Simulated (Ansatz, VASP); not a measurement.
**Two plane-wave programs on TiB2**

```
Ti B
1.0
     3.03656    0.00000    0.00000
    -1.51828    2.62974    0.00000
     0.00000    0.00000    3.21440
Ti B
1 2
Direct
  0.00000 0.00000 0.50000
  0.33333 0.66667 0.00000
  0.66667 0.33333 0.00000
```

Alike in both runs: functional PBE; k mesh 6 × 6 × 7; occupations gaussian, width 0.2 eV; no spin polarisation.

Ansatz relaxed the structure, and its values are those at the end. VASP's run is a single point on that final structure, the one shown.

```csv
,VASP,Ansatz
version,VASP 6.6.1,Ansatz 0.2.0
potentials or method,"VASP PAW PBE potentials, release 64 (Ti_sv, B), cutoff 500 eV","scalar-relativistic, plane waves, PAW"
valence electrons in the cell,18,18
```

```csv
,VASP,Ansatz,Ansatz less VASP
gap on the k mesh at the Fermi level (eV),none,none,-
pressure (GPa),0.3,0.0,-0.21
```

A gap of «none» marks a metal or a gap that the smearing closes.

The k mesh is coarse, so the values compare programs but aren't converged.
